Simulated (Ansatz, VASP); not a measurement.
# Mo: VASP beside Ansatz

```
Mo
1.0
    -1.62640    1.45052    1.47699
     1.66305   -1.58830    1.65143
     1.63871    1.60061   -1.61478
Mo
1
Cartesian
  0.0000 0.0000 0.0000
```

Change from the starting cell: cell sheared at random, sigma 0.03, atoms nudged by 0.01 Å.

Alike in both runs: task single point; functional PBE; k mesh 16 × 16 × 16; occupations gaussian, width 0.15 eV; no spin polarisation.

```csv
,VASP,Ansatz
version,VASP 6.6.1,Ansatz 0.2.0
potentials or method,"VASP PAW PBE potentials, release 64 (Mo_sv), cutoff 520 eV","scalar-relativistic, plane waves, PAW"
valence electrons in the cell,14,14
```

VASP gave:

```
gap on the k mesh at the Fermi level (eV)                     : none
pressure (GPa)                                                : 3.2
traceless stress, the component that is largest in VASP (GPa) : -11.57
```

Question: What did Ansatz give for the same quantities?

Answer: gap on the k mesh at the Fermi level (eV): none; pressure (GPa): 2.7; traceless stress, the component that is largest in VASP (GPa): -11.59.

A gap of «none» marks a metal or a gap that the smearing closes.
